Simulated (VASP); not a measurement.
Input of a VASP 6.6.1 run:

File INCAR:

```
SYSTEM = Si2W
PREC = Accurate
ENCUT = 520
EDIFF = 1E-7
ISMEAR = 0
SIGMA = 0.1
LREAL = .False.
LASPH = .True.
NELM = 100
ALGO = Normal
ISIF = 2
LWAVE = .False.
LCHARG = .True.
GGA = PS
LELF = .True.
LVHAR = .True.
NBANDS = 18
```

The input KPOINTS:

```
Automatic mesh
0
Gamma
  16 16 16
  0 0 0
```

File POSCAR:

```
Si2W
1.0
   -1.6262034800      1.6262034800      4.3697752000
    1.6262034800     -1.6262034800      4.3697752000
    1.6470814800      1.6470814800     -4.3697752000
Si W
2 1
Direct
    0.3201410611      0.3201410611      0.0405901079
    0.7204490468      0.7204490468      0.0405901079
   -0.0405901079     -0.0405901079     -0.0811802158
```

Potentials or basis: VASP PAW PBE potentials, release 64 (Si, W_sv).

Launch:

```bash
$ cat potpaw_PBE.64/Si/POTCAR potpaw_PBE.64/W_sv/POTCAR > POTCAR
$ mpirun -np 1 vasp_std > vasp.out
```

(1) Estimate the pressure.

(2) Estimate the largest force.

(3) What does it give for the band gap on the k mesh?

Answers

(1) -19.8 GPa.

(2) 2.502 eV/Å.

(3) zero (bands 11 and 12 overlap by 2.06 eV).

Caveat: the cell differs from its parent crystal (strained and its atoms moved); the stress differs along the axes, from -37 to -11 GPa; the PAW data sets were made with another functional, which shifts forces and pressure a little; spin-orbit coupling is left out, which moves the levels of the heavy elements.
